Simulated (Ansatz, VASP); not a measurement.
## SiC in VASP and in Ansatz

Contents of INCAR:

```
  PREC = Accurate
  ENCUT = 520
  EDIFF = 1E-6
  ISMEAR = -1
  SIGMA = 0.08
  LREAL = False
  LASPH = True
  NELM = 60
  ALGO = Normal
  ISIF = 2
  LWAVE = False
  LCHARG = False
  GGA = PE
  NBANDS = 11
```

KPOINTS

```
regular mesh
0
Gamma
  16 16 16
```

The input POSCAR:

```
SiC
1.0
    0.0000000000      2.1751749914      2.1751749914
    2.1751749914      0.0000000000      2.1751749914
    2.1751749914      2.1751749914      0.0000000000
Si C
1 1
Direct
    0.0000000000      0.0000000000      0.0000000000
    0.2500000000      0.2500000000      0.2500000000
```

Input for Ansatz:

```yaml
crystal:
  lattice:
    - [0.0, 2.1751749914, 2.1751749914]
    - [2.1751749914, 0.0, 2.1751749914]
    - [2.1751749914, 2.1751749914, 0.0]
  atoms:
    - { symbol: Si, position: [0.0, 0.0, 0.0] }
    - { symbol: C, position: [0.25, 0.25, 0.25] }
kpoints:
  mp_grid: { grid: [16, 16, 16] }
scf:
  occupations: { method: fermi_dirac, width: 0.08 }
hamiltonian:
  xc: pbe
  pseudopotentials: { kind: all_electron, lapw: { basis_error: 0.0005 } }
output:
  forces: true
  stress: true
  eigenvalues: true
```

Change from the starting cell: volume scaled by 0.98.

Alike in both runs: task single point; functional PBE; k mesh 16 × 16 × 16; occupations fermi-dirac, width 0.08 eV; no spin polarisation.

|  | VASP | Ansatz |
| --- | --- | --- |
| version | VASP 6.6.1 | Ansatz 0.2.0 |
| potentials or method | VASP PAW PBE potentials, release 64 (Si, C), cutoff 520 eV | all-electron LAPW, scalar-relativistic |

```tsv
	VASP	Ansatz	Ansatz less VASP
pressure (GPa)	4.4	4.5	+0.07
```

Ansatz ran all-electron here, and VASP with PAW potentials.
